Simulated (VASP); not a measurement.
# KRb (P4/mmm) in VASP: a series of runs, part 2 of 2

VASP 6.6.1. The steps go on from the part before.

**3. Single point, PBEsol**

This run uses another cell than the first one, of 85.82 Å³/atom.

The input, INCAR:

```
SYSTEM = KRb
PREC     = Accurate       ! precision mode
ENCUT    = 520            ! plane-wave cutoff, eV
EDIFF    = 1E-7           ! SCF threshold, eV
ISMEAR   = 0              ! smearing method
SIGMA    = 0.1            ! smearing width, eV
LREAL    = .False.        ! projectors in reciprocal space
LASPH    = .True.         ! aspherical terms in the spheres
NELM     = 100            ! most SCF steps
ALGO     = Normal         ! electronic algorithm
ISIF     = 2              ! what is computed and relaxed
LWAVE    = .False.        ! write WAVECAR
LCHARG   = .False.        ! write CHGCAR
GGA      = PS             ! functional
NBANDS   = 16             ! bands
```

The input, KPOINTS:

```
regular mesh
0
Gamma
  4 4 4
  0 0 0
```

The input, POSCAR:

```
KRb
1.0
    4.9510569443      0.0000000000      0.0000000000
    0.0000000000      4.9510569443      0.0000000000
    0.0000000000      0.0000000000      7.0018518787
K Rb
1 1
Direct
    0.0000000000      0.0000000000      0.0000000000
    0.5000000000      0.5000000000      0.5000000000
```

Potentials or basis: VASP PAW PBE potentials, release 64 (K_sv, Rb_sv).

Launch:

```bash
cat potpaw_PBE.64/K_sv/POTCAR potpaw_PBE.64/Rb_sv/POTCAR > POTCAR
mpirun -np 1 vasp_std > vasp.out
```

OUTCAR:

```text
SYSTEM = KRb
   PREC = Accurate
   ENCUT = 520
   EDIFF = 1E-7
   ISMEAR = 0
   LREAL = .False.
   LASPH = .True.
   NELM = 100
   ISIF = 2
   GGA = PS

 ion  position               nearest neighbor table
   1  0.000  0.000  0.000-
   2  0.500  0.500  0.500-

  LATTYP: Found a simple tetragonal cell.
 ALAT       =     4.9510569443
 C/A-ratio  =     1.4142135624

  Lattice vectors:

 A1 = (   4.9510569443,   0.0000000000,   0.0000000000)
 A2 = (   0.0000000000,   4.9510569443,   0.0000000000)
 A3 = (   0.0000000000,   0.0000000000,   7.0018518787)

Analysis of symmetry for initial positions (statically):
=====================================================================
 Subroutine PRICEL returns:
 Original cell was already a primitive cell.

 Routine SETGRP: Setting up the symmetry group for a
 simple tetragonal supercell.

 Subroutine GETGRP returns: Found 16 space group operations
 (whereof 16 operations were pure point group operations)
 out of a pool of 16 trial point group operations.

The static configuration has the point symmetry D_4h.

[... 151 lines left out ...]

  energy without entropy =       -2.09843660  energy(sigma->0) =       -2.10320511

 E-fermi :  -0.1311     XC(G=0):  -5.4981

 val. band max:       -0.1402345064   @ k =   0.5000   0.2500   0.0000
 cond. band min:      -0.0601119593   @ k =   0.5000   0.0000   0.5000
 fundamental gap:      0.0801225471
 Fermi energy:        -0.1310675042

 k-point     1 :       0.0000    0.0000    0.0000
  band No.  band energies     occupation
      1     -32.2965      2.00000
      2     -28.9993      2.00000
      3     -15.8406      2.00000
      4     -15.8227      2.00000
      5     -15.8227      2.00000
      6     -13.0911      2.00000
[... 319 lines left out ...]
      3     -15.8409      2.00000
      4     -15.8409      2.00000
      5     -15.8368      2.00000
      6     -13.1196      2.00000
[... 8 lines left out ...]
     15       2.2657      0.00000
     16       2.5653      0.00000

------------------------ aborting loop because EDIFF is reached ----------------------------------------

  FORCE on cell =-STRESS in cart. coord.  units (eV):
  Direction    XX          YY          ZZ          XY          YZ          ZX
  --------------------------------------------------------------------------------------
  -------------------------------------------------------------------------------------
  Total       -0.1910997     -0.1910997     -0.3481588      0.0000000      0.0000000     -0.0000000
  in kB       -1.7838648     -1.7838648     -3.2499685      0.0000000      0.0000000     -0.0000000
  external PRESSURE =      -2.2725660 kB  Pullay stress =       0.0000000 kB

 VOLUME and BASIS-vectors are now :
 -----------------------------------------------------------------------------
  energy-cutoff  :      520.00
  volume of cell :      171.64
      direct lattice vectors                 reciprocal lattice vectors
     4.951056944  0.000000000  0.000000000     0.201977075  0.000000000  0.000000000
     0.000000000  4.951056944  0.000000000     0.000000000  0.201977075  0.000000000
     0.000000000  0.000000000  7.001851879     0.000000000  0.000000000  0.142819359

 POSITION                                       TOTAL-FORCE (eV/Angst)
 -----------------------------------------------------------------------------------
      0.00000      0.00000      0.00000         0.000000      0.000000      0.000000
      2.47553      2.47553      3.50093         0.000000      0.000000      0.000000
 -----------------------------------------------------------------------------------
    total drift:                                0.000000      0.000000     -0.000000

  FREE ENERGIE OF THE ION-ELECTRON SYSTEM (eV)
  ---------------------------------------------------
  free  energy   TOTEN  =        -2.1079736261 eV

  energy  without entropy=       -2.0984366028  energy(sigma->0) =       -2.10320511
```

stdout:

```text
POSCAR found type information on POSCAR K Rb
 POSCAR found :  2 types and       2 ions
 scaLAPACK will be used
 -----------------------------------------------------------------------------
|                                                                             |
|                                                                             |
|     You enforced a specific xc type in the INCAR file but a different       |
|     I HOPE YOU KNOW WHAT YOU ARE DOING!                                     |
|                                                                             |
 -----------------------------------------------------------------------------

 LDA part: xc-table for (Slater+PW92), standard interpolation
 POSCAR, INCAR and KPOINTS ok, starting setup
 FFT: planning ... GRIDC
 FFT: planning ... GRID_SOFT
 FFT: planning ... GRID
 WAVECAR not read
 entering main loop
```

It took 25 s on 1 thread of Intel Xeon 6975P-C (Granite Rapids), shared host; peak memory 0.28 GiB.

What came out:

| Item | Value |
| --- | --- |
| Free energy | -2.1080 eV |
| Pressure | -0.2 GPa |
| Band gap on the k mesh | zero (bands 9 and 10 overlap by 2.20 eV) |

Caveat: the PAW data sets were made with another functional, which shifts forces and pressure a little.

**4. Single point, PBEsol**

This run uses another cell than the first one, of 79.28 Å³/atom.

The input, INCAR:

```
SYSTEM = KRb
PREC = Accurate
ENCUT = 520
EDIFF = 1E-6
ISMEAR = -1
SIGMA = 0.15
LREAL = .FALSE.
LASPH = .TRUE.
NELM = 100
ALGO = Normal
ISIF = 2
LWAVE = .FALSE.
LCHARG = .TRUE.
GGA = PS
LELF = .TRUE.
LVHAR = .TRUE.
NBANDS = 16
```

The input, KPOINTS:

```
regular mesh
0
G
  10 10 6
  0 0 0
```

The input, POSCAR:

```
KRb
1.0
    4.8256355421      0.0000000000      0.0000000000
    0.0000000000      4.8256355421      0.0000000000
    0.0000000000      0.0000000000      6.8093836459
K Rb
1 1
Direct
    0.0000000000      0.0000000000      0.0000000000
    0.5000000000      0.5000000000      0.5000000000
```

Potentials or basis: VASP PAW PBE potentials, release 64 (K_sv, Rb_sv).

Launch:

```bash
cat potpaw_PBE.64/K_sv/POTCAR potpaw_PBE.64/Rb_sv/POTCAR > POTCAR
mpirun -np 1 vasp_std > vasp.out
```

OUTCAR:

```text
SYSTEM = KRb
   PREC = Accurate
   ENCUT = 520
   EDIFF = 1E-6
   ISMEAR = -1
   LREAL = .FALSE.
   LASPH = .TRUE.
   NELM = 100
   ISIF = 2
   GGA = PS

 ion  position               nearest neighbor table
   1  0.000  0.000  0.000-
   2  0.500  0.500  0.500-

  LATTYP: Found a simple tetragonal cell.
 ALAT       =     4.8256355421
 C/A-ratio  =     1.4110853558

  Lattice vectors:

[... 639 lines left out ...]
     16       4.2466      0.00000

 [... further k-points ...]

------------------------ aborting loop because EDIFF is reached ----------------------------------------

  FORCE on cell =-STRESS in cart. coord.  units (eV):
  Direction    XX          YY          ZZ          XY          YZ          ZX
  --------------------------------------------------------------------------------------
  -------------------------------------------------------------------------------------
  Total       -0.0065694     -0.0065694     -0.0130254      0.0000000     -0.0000000      0.0000000
  in kB       -0.0663775     -0.0663775     -0.1316092      0.0000000     -0.0000000      0.0000000
  external PRESSURE =      -0.0881214 kB  Pullay stress =       0.0000000 kB

 VOLUME and BASIS-vectors are now :
 -----------------------------------------------------------------------------
  energy-cutoff  :      520.00
  volume of cell :      158.57
      direct lattice vectors                 reciprocal lattice vectors
     4.825635542  0.000000000  0.000000000     0.207226590  0.000000000  0.000000000
     0.000000000  4.825635542  0.000000000     0.000000000  0.207226590  0.000000000
     0.000000000  0.000000000  6.809383646     0.000000000  0.000000000  0.146856170

 POSITION                                       TOTAL-FORCE (eV/Angst)
 -----------------------------------------------------------------------------------
      0.00000      0.00000      0.00000         0.000000      0.000000      0.000000
      2.41282      2.41282      3.40469         0.000000      0.000000      0.000000
 -----------------------------------------------------------------------------------
    total drift:                                0.000000      0.000000      0.000000

  FREE ENERGIE OF THE ION-ELECTRON SYSTEM (eV)
  ---------------------------------------------------
  free  energy   TOTEN  =        -2.2128806936 eV

  energy  without entropy=       -2.0906218272  energy(sigma->0) =       -2.15175126
```

It took 67 s on 1 thread of Intel Xeon 6975P-C (Granite Rapids), shared host; peak memory 0.38 GiB.

Results:

| Item | Value |
| --- | --- |
| Free energy | -2.2129 eV |
| Pressure | 0.0 GPa |
| Band gap on the k mesh | zero (bands 9 and 10 overlap by 2.21 eV) |

Caveat: the PAW data sets were made with another functional, which shifts forces and pressure a little.

**5. Overview**

```tsv
task	cell	k mesh	cutoff (eV)	smearing	gap on the mesh (eV)	pressure (GPa)
relaxation of cell and atoms	relaxed from a = 4.815, b = 4.815, c = 6.807 Å, 2 atoms	10 × 10 × 6	600	gaussian 0.1 eV	none	0.0
single point	a = 4.951, b = 4.951, c = 7.002 Å, 2 atoms	4 × 4 × 4	520	gaussian 0.1 eV	none	-0.2
single point	a = 4.826, b = 4.826, c = 6.809 Å, 2 atoms	10 × 10 × 6	520	fermi-dirac 0.15 eV	none	0.0
```

Alike in all rows: level PBEsol; potentials or basis VASP PAW PBE potentials, release 64 (K_sv, Rb_sv); no spin polarisation.

Caveats: the PAW data sets were made with another functional, which shifts forces and pressure a little.

Total energies depend on the potentials used, so only differences within one code and one set of settings carry meaning.

The gap in the log of VASP goes by the Fermi energy; the results here count the filled bands.